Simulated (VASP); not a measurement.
# Au (Fm-3m) in VASP: notebook

The runs below take Au through single point, with BLYP+D4, PBE, RPBE+D4.

Program: VASP 6.6.1. These are calculated values, not measurements. Logs are shortened: lines on timing, memory, paths and dates and some standing lists are left out, and cuts for length are marked.

### Step 1. The cell of the first run

It takes space group Fm-3m (No. 225, cubic). The conventional cell has a = 4.097 Å, b = 4.097 Å, c = 4.097 Å, α = 90.00°, β = 90.00°, γ = 90.00°. Au (site symmetry m-3m) has 12 Au at 2.90 Å within 3.8 Å.

### Step 2. Single point, BLYP+D4

INCAR

```
SYSTEM = Au
PREC = Accurate ; ENCUT = 520
EDIFF = 1E-6 ; ISMEAR = -1
SIGMA = 0.05 ; LREAL = .False.
LASPH = .True. ; NELM = 60
ALGO = Normal ; ISIF = 2
LWAVE = .False. ; LCHARG = .True.
GGA = B5 ; ALDAX = 1.0
AGGAX = 1.0 ; AGGAC = 1.0
ALDAC = 0.0 ; IVDW = 13
VDW_S6 = 1.0 ; VDW_S8 = 2.34076671
VDW_A1 = 0.44488865 ; VDW_A2 = 4.0933009
LELF = .True. ; LVHAR = .True.
NBANDS = 12
```

KPOINTS

```
regular mesh
0
Gamma
  11 11 11
  0 0 0
```

POSCAR

```
Au
1.0
    0.0000000000      2.0484772140      2.0484772140
    2.0484772140      0.0000000000      2.0484772140
    2.0484772140      2.0484772140      0.0000000000
Au
1
Direct
    0.0000000000      0.0000000000      0.0000000000
```

Potentials or basis: VASP PAW PBE potentials, release 64 (Au).

Started as:

```sh
$ cat potpaw_PBE.64/Au/POTCAR > POTCAR
$ mpirun -np 1 vasp_std > vasp.out
```

OUTCAR:

```text
SYSTEM = Au
   PREC = Accurate
   ENCUT = 520
   EDIFF = 1E-6
   ISMEAR = -1
   LREAL = .False.
   LASPH = .True.
   NELM = 60
   ISIF = 2
   GGA = B5
   IVDW = 13

 ion  position               nearest neighbor table
   1  0.000  0.000  0.000-

  LATTYP: Found a face centered cubic cell.
 ALAT       =     4.0969544280

  Lattice vectors:

 A1 = (   0.0000000000,   2.0484772140,   2.0484772140)
 A2 = (   2.0484772140,   0.0000000000,   2.0484772140)
 A3 = (   2.0484772140,   2.0484772140,   0.0000000000)

Analysis of symmetry for initial positions (statically):
=====================================================================
 Subroutine PRICEL returns:
 Original cell was already a primitive cell.

 Routine SETGRP: Setting up the symmetry group for a
 face centered cubic supercell.

 Subroutine GETGRP returns: Found 48 space group operations
[... 9 lines left out ...]

 Routine SETGRP: Setting up the symmetry group for a
 face centered cubic supercell.

 Subroutine GETGRP returns: Found 48 space group operations
[... 11 lines left out ...]
                                     Primitive cell

  volume of cell :      17.1919

  direct lattice vectors                    reciprocal lattice vectors
     0.000000000  2.048477214  2.048477214    -0.244083750  0.244083750  0.244083750
     2.048477214  0.000000000  2.048477214     0.244083750 -0.244083750  0.244083750
     2.048477214  2.048477214  0.000000000     0.244083750  0.244083750 -0.244083750

  length of vectors
     2.896984258  2.896984258  2.896984258     0.422765456  0.422765456  0.422765456

  position of ions in fractional coordinates (direct lattice)
     0.000000000  0.000000000  0.000000000

  ion indices of the primitive-cell ions
   primitive index   ion index
                 1           1

----------------------------------------------------------------------------------------

 KPOINTS: regular mesh

Automatic generation of k-mesh.
 Grid dimensions read from file:
 generate k-points for:   11   11   11

 Generating k-lattice:

  Cartesian coordinates                     Fractional coordinates (reciprocal lattice)
    -0.022189432  0.022189432  0.022189432     0.090909091  0.000000000  0.000000000
     0.022189432 -0.022189432  0.022189432     0.000000000  0.090909091  0.000000000
     0.022189432  0.022189432 -0.022189432     0.000000000  0.000000000  0.090909091

  Length of vectors
     0.038433223  0.038433223  0.038433223

  Shift w.r.t. Gamma in fractional coordinates (k-lattice)
     0.000000000  0.000000000  0.000000000

 Subroutine IBZKPT returns following result:
 ===========================================

 Found     56 irreducible k-points:

 Following reciprocal coordinates:
            Coordinates               Weight
  0.000000  0.000000  0.000000      1.000000
  0.090909  0.000000  0.000000      8.000000
  0.181818  0.000000  0.000000      8.000000
  0.272727  0.000000  0.000000      8.000000
  0.363636  0.000000  0.000000      8.000000
  0.454545  0.000000  0.000000      8.000000
[... 16 lines left out ...]
 -0.272727  0.181818  0.000000     24.000000
 -0.181818  0.181818  0.000000     12.000000
 [... further k-points ...]
   k-points           NKPTS =     56   k-points in BZ     NKDIM =     56   number of bands    NBANDS=     12
   number of dos      NEDOS =    301   number of ions     NIONS =      1
   total plane-waves  NPLWV =  13824
   dimension x,y,z NGX =    24 NGY =   24 NGZ =   24
   dimension x,y,z NGXF=    48 NGYF=   48 NGZF=   48
   ions per type =               1
   NGX,Y,Z   is equivalent  to a cutoff of  13.77, 13.77, 13.77 a.u.
   NGXF,Y,Z  is equivalent  to a cutoff of  27.55, 27.55, 27.55 a.u.
 SYSTEM =  Au
   PREC   = accura    normal or accurate (medium, high low for compatibility)
   ISTART =      0    job   : 0-new  1-cont  2-samecut
   ICHARG =      2    charge: 1-file 2-atom 10-const
   ISPIN  =      1    spin polarized calculation?
   LNONCOLLINEAR =      F non collinear calculations
   LSORBIT =      F    spin-orbit coupling
   LASPH  =      T    aspherical Exc in radial PAW
   ENCUT  =  520.0 eV  38.22 Ry    6.18 a.u.   5.39  5.39  5.39*2*pi/ulx,y,z
   NELM   =     60;   NELMIN=  2; NELMDL= -5     # of ELM steps
   EDIFF  = 0.1E-05   stopping-criterion for ELM
   LREAL  =      F    real-space projection
   EDIFFG = 0.1E-04   stopping-criterion for IOM
   NSW    =      0    number of steps for IOM
   IBRION =     -1    ionic relax: 0-MD 1-quasi-New 2-CG
   NFREE  =      0    steps in history (QN), initial steepest desc. (CG)
   ISIF   =      2    stress and relaxation
   ISYM   =      2    0-nonsym 1-usesym 2-fastsym
   POTIM  = 0.5000    time-step for ionic-motion
   TEBEG  =    0.0;   TEEND  =   0.0 temperature during run
   PSTRESS=    0.0 pullay stress
   NELECT =      11.0000    total number of electrons
   NUPDOWN=      -1.0000    fix difference up-down
   EMIN   =  10.00;   EMAX   =-10.00  energy-range for DOS
[... 5 lines left out ...]
     AMIX     =   0.40;   BMIX     =  1.00
     AMIX_MAG =   1.60;   BMIX_MAG =  1.00
  volume/ion in A,a.u.               =      17.19       116.02
  Fermi-wavevector in a.u.,A,eV,Ry     =   1.410689  2.665816 27.076182  1.990043
  Thomas-Fermi vector in A             =   2.532617
   LORBIT       =      0    0 simple, 1 ext, 2 COOP (PROOUT), +10 PAW based schemes
   GGA     = B5    functional components
   LHFCALC =     F    Hartree Fock is set to
   AEXX    =    0.0000 exact exchange contribution
   IVDW    =    13    specifies the selected vdW correction
   LEPSILON=     F    determine dielectric tensor
   LRPA    =     F    only Hartree local field effects (RPA)
 non-spin polarized calculation
  energy-cutoff  :      520.00
  volume of cell :       17.19
 maximum number of plane-waves:       483
 NGX is ok and might be reduce to    24
   NGX = 11   NGY = 11   NGZ = 11

 number of electron      11.0000000 magnetization

 Free energy of the ion-electron system (eV)
  ---------------------------------------------------
  ext. energy  EPLUGINS =         0.00000000
  ---------------------------------------------------
  free energy    TOTEN  =        -2.34217625 eV

  energy without entropy =       -2.34152678  energy(sigma->0) =       -2.34185152

 E-fermi :  10.0591     XC(G=0): -12.0142

 val. band max:        9.8675157819   @ k =   0.4545   0.3636   0.0000
 cond. band min:      10.2133940250   @ k =  -0.4545   0.0909   0.0000
 fundamental gap:      0.3458782431
 Fermi energy:        10.0591329452

 k-point     1 :       0.0000    0.0000    0.0000
  band No.  band energies     occupation
      1       0.2365      2.00000
      2       5.2171      2.00000
      3       5.2171      2.00000
      4       5.2171      2.00000
      5       6.7083      2.00000
      6       6.7083      2.00000
      7      24.7192      0.00000
      8      28.4891      0.00000
      9      28.4891      0.00000
     10      28.4891      0.00000
     11      33.8658      0.00000
     12      38.0279      0.00000

 k-point     2 :       0.0909    0.0000    0.0000
  band No.  band energies     occupation
      1       0.5208      2.00000
      2       5.1333      2.00000
      3       5.3113      2.00000
      4       5.3113      2.00000
      5       6.6698      2.00000
      6       6.6698      2.00000
      7      25.0270      0.00000
      8      26.9389      0.00000
      9      28.8185      0.00000
     10      28.8185      0.00000
     11      34.3252      0.00000
     12      36.3540      0.00000

 k-point     3 :       0.1818    0.0000    0.0000
  band No.  band energies     occupation
      1       1.2978      2.00000
      2       5.0059      2.00000
      3       5.4812      2.00000
      4       5.4812      2.00000
      5       6.6767      2.00000
      6       6.6767      2.00000
      7      23.7437      0.00000
      8      25.8585      0.00000
      9      29.5977      0.00000
     10      29.5977      0.00000
     11      32.0796      0.00000
     12      34.0892      0.00000

 k-point     4 :       0.2727    0.0000    0.0000
  band No.  band energies     occupation
      1       2.2097      2.00000
      2       5.2882      2.00000
      3       5.4693      2.00000
      4       5.4693      2.00000
      5       6.9858      2.00000
      6       6.9858      2.00000
      7      20.2637      0.00000
      8      25.6312      0.00000
      9      29.6014      0.00000
     10      29.6014      0.00000
     11      32.0252      0.00000
     12      32.9722      0.00000

 k-point     5 :       0.3636    0.0000    0.0000
  band No.  band energies     occupation
      1       2.6321      2.00000
      2       5.3151      2.00000
      3       5.3151      2.00000
      4       6.6421      2.00000
      5       7.4890      2.00000
      6       7.4890      2.00000
      7      16.6451      0.00000
      8      24.8078      0.00000
      9      28.1506      0.00000
     10      28.1506      0.00000
     11      33.9099      0.00000
     12      33.9156      0.00000

 k-point     6 :       0.4545    0.0000    0.0000
  band No.  band energies     occupation
      1       2.6772      2.00000
      2       5.1994      2.00000
      3       5.1994      2.00000
      4       7.8535      2.00000
      5       7.8535      2.00000
      6       8.6784      2.00000
      7      13.5581      0.00000
      8      24.2770      0.00000
      9      27.1059      0.00000
     10      27.1059      0.00000
     11      34.8419      0.00000
     12      34.8419      0.00000

 k-point     7 :       0.0909    0.0909    0.0000
  band No.  band energies     occupation
      1       0.6169      2.00000
      2       5.0286      2.00000
      3       5.3887      2.00000
      4       5.3887      2.00000
      5       6.5062      2.00000
      6       6.7922      2.00000
      7      25.1761      0.00000
      8      27.5663      0.00000
      9      28.1876      0.00000
     10      28.1876      0.00000
     11      35.5254      0.00000
     12      35.5645      0.00000

 k-point     8 :       0.1818    0.0909    0.0000
  band No.  band energies     occupation
      1       1.2401      2.00000
      2       4.8390      2.00000
      3       5.5758      2.00000
      4       5.5895      2.00000
      5       6.3703      2.00000
      6       6.8843      2.00000
      7      24.9550      0.00000
      8      25.9659      0.00000
      9      27.9237      0.00000
     10      29.1326      0.00000
     11      32.3736      0.00000
     12      34.4404      0.00000
[... 166 lines left out ...]
 k-point    20 :       0.4545    0.1818    0.0000
  band No.  band energies     occupation
      1       3.3355      2.00000
      2       4.8340      2.00000
      3       5.4485      2.00000
      4       5.9269      2.00000
      5       7.9485      2.00000
      6       9.6035      1.99978
      7      15.8613      0.00000
      8      23.9067      0.00000
      9      24.6277      0.00000
     10      26.4309      0.00000
     11      35.0521      0.00000
     12      35.1116      0.00000

 k-point    21 :      -0.4545    0.1818    0.0000
  band No.  band energies     occupation
      1       3.3814      2.00000
      2       4.7821      2.00000
      3       5.8022      2.00000
      4       6.0148      2.00000
      5       7.8535      2.00000
      6      11.8586      0.00000
      7      12.9675      0.00000
      8      22.7296      0.00000
      9      25.2752      0.00000
     10      25.9443      0.00000
     11      35.2463      0.00000
     12      35.4111      0.00000

 k-point    22 :      -0.3636    0.1818    0.0000
  band No.  band energies     occupation
      1       3.4673      2.00000
      2       4.8585      2.00000
      3       5.7824      2.00000
      4       5.8848      2.00000
      5       7.3776      2.00000
      6      10.4071      0.00190
      7      15.1075      0.00000
      8      22.1052      0.00000
      9      25.9586      0.00000
     10      26.8631      0.00000
     11      33.5734      0.00000
     12      35.3369      0.00000

 k-point    23 :      -0.2727    0.1818    0.0000
  band No.  band energies     occupation
      1       3.4475      2.00000
      2       4.8830      2.00000
      3       5.2733      2.00000
      4       5.8908      2.00000
      5       6.7158      2.00000
      6       8.9635      2.00000
      7      18.3885      0.00000
      8      22.2308      0.00000
      9      26.5687      0.00000
     10      29.1804      0.00000
     11      31.2299      0.00000
     12      35.3759      0.00000

 k-point    24 :      -0.1818    0.1818    0.0000
  band No.  band energies     occupation
      1       2.7752      2.00000
      2       4.6456      2.00000
      3       5.4347      2.00000
      4       6.0797      2.00000
      5       6.1206      2.00000
      6       7.9188      2.00000
      7      21.3491      0.00000
      8      23.3264      0.00000
      9      27.7738      0.00000
     10      29.2521      0.00000
     11      31.6953      0.00000
     12      34.3118      0.00000

 [... further k-points ...]

------------------------ aborting loop because EDIFF is reached ----------------------------------------

  DFT-D4 for vdW energy calculation

  Edisp (eV):   -1.29450

  FORCE on cell =-STRESS in cart. coord.  units (eV):
  Direction    XX          YY          ZZ          XY          YZ          ZX
  --------------------------------------------------------------------------------------
  -------------------------------------------------------------------------------------
  Total       0.77593     0.77593     0.77593    -0.00000     0.00000     0.00000
  in kB      72.31165    72.31165    72.31165    -0.00000     0.00000     0.00000
  external pressure =       72.31 kB  Pullay stress =        0.00 kB

 VOLUME and BASIS-vectors are now :
 -----------------------------------------------------------------------------
  energy-cutoff  :      520.00
  volume of cell :       17.19
      direct lattice vectors                 reciprocal lattice vectors
     0.000000000  2.048477214  2.048477214    -0.244083750  0.244083750  0.244083750
     2.048477214  0.000000000  2.048477214     0.244083750 -0.244083750  0.244083750
     2.048477214  2.048477214  0.000000000     0.244083750  0.244083750 -0.244083750

 POSITION                                       TOTAL-FORCE (eV/Angst)
 -----------------------------------------------------------------------------------
      0.00000      0.00000      0.00000         0.000000      0.000000      0.000000
 -----------------------------------------------------------------------------------
    total drift:                               -0.000000      0.000000      0.000000

  FREE ENERGIE OF THE ION-ELECTRON SYSTEM (eV)
  ---------------------------------------------------
  free  energy   TOTEN  =        -3.6366736981 eV

  energy  without entropy=       -3.6360242264  energy(sigma->0) =       -3.63634896
```

It took 23 s on 1 thread of Intel Xeon 6975P-C, shared host; peak memory 0.15 GiB.

What came out:

| Property | Result |
| --- | --- |
| Free energy | -3.6367 eV |
| Pressure | 7.2 GPa |
| Dispersion energy per atom | -1.294 eV |

Caveat: the PAW data sets were made with another functional, which shifts forces and pressure a little; spin-orbit coupling is left out, which moves the levels of the heavy elements; pairwise dispersion overbinds metals, which lowers pressure and volume.

[end of part 1 of 2]
